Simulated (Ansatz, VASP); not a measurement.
One calculation of Li2S, two programs

File INCAR:

```
SYSTEM = Li2S
  PREC = Accurate
  ENCUT = 750
  EDIFF = 1E-6
  ISMEAR = 0
  SIGMA = 0.02
  LREAL = .False.
  LASPH = .True.
  NELM = 120
  ALGO = Normal
  ISIF = 2
  LWAVE = .False.
  LCHARG = .False.
  GGA = PE
  NBANDS = 13
  GGA_COMPAT = .False.
```

Contents of KPOINTS:

```
Automatic mesh
0
Gamma
  8 8 8
  0 0 0
```

Contents of POSCAR:

```
Li2S
1.0
    0.0000000000      2.8445000000      2.8445000000
    2.8445000000      0.0000000000      2.8445000000
    2.8445000000      2.8445000000      0.0000000000
Li S
2 1
Direct
    0.2500000000      0.2500000000      0.2500000000
    0.7500000000      0.7500000000      0.7500000000
    0.0000000000      0.0000000000      0.0000000000
```

Input for Ansatz:

```yaml
crystal:
  lattice:
    - [0.0, 2.8445, 2.8445]
    - [2.8445, 0.0, 2.8445]
    - [2.8445, 2.8445, 0.0]
  atoms:
    - { symbol: Li, position: [0.25, 0.25, 0.25] }
    - { symbol: Li, position: [0.75, 0.75, 0.75] }
    - { symbol: S, position: [0.0, 0.0, 0.0] }
basis:
  ecutwfc: 420
kpoints:
  mp_grid: { grid: [8, 8, 8] }
hamiltonian:
  xc: pbe
scf:
  occupations: { method: gaussian, width: 0.02 }
output:
  forces: true
  stress: true
  eigenvalues: true
  populations: true
```

Alike in both runs: task single point; functional PBE; k mesh 8 × 8 × 8; occupations gaussian, width 0.02 eV; no spin polarisation.

|  | VASP | Ansatz |
| --- | --- | --- |
| version | VASP 6.6.1 | Ansatz 0.2.0 |
| potentials or method | VASP PAW PBE potentials, release 64 (Li_sv, S), cutoff 750 eV | scalar-relativistic, plane waves, PAW |
| valence electrons in the cell | 12 | 12 |

Ansatz gave:

| Item | Value |
| --- | --- |
| gap on the k mesh at the Fermi level (eV) | 3.39 |
| least direct gap on the mesh (eV) | 4.29 |
| pressure (GPa) | 0.4 |

Question: Estimate VASP's values.

Answer: gap on the k mesh at the Fermi level (eV): 3.39; least direct gap on the mesh (eV): 4.29; pressure (GPa): 0.2.
